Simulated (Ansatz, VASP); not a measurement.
**One calculation of Ag, two programs**

```
Ag
1.0
     2.88620    0.00000    0.00000
    -1.44310    2.49952    0.00000
     0.00000    0.00000   10.20000
Ag
4
Direct
  0.33333 0.66667 0.25000
  0.66667 0.33333 0.75000
  0.00000 0.00000 0.00000
  0.00000 0.00000 0.50000
```

Change from the starting cell: zz strain of +2 %, crystal datasets.

Alike in both runs: task electric field gradients; functional LDA; k mesh 14 × 14 × 4; occupations fermi-dirac, width 0.08 eV; no spin polarisation.

|  | VASP | Ansatz |
| --- | --- | --- |
| version | VASP 6.6.1 | Ansatz 0.2.0 |
| potentials or method | VASP PAW LDA potentials, release 64 (Ag), cutoff 520 eV | all-electron PAW with datasets made for the crystal, scalar-relativistic |

Ansatz gave:

- pressure (GPa): -12.2
- traceless stress, the component that is largest in VASP (GPa): -2.95
- size of Vzz on the site where it differs most (V/Å²): 6.4

Task: Which values does VASP return?

Result: Pressure (GPa): -12.0; traceless stress, the component that is largest in VASP (GPa): -3.00; size of Vzz on the site where it differs most (V/Å²): 13.9.

LDA's correlation is that of Perdew and Zunger in VASP and of Perdew and Wang (1992) in Ansatz. Ansatz ran all-electron here, and VASP with PAW potentials.
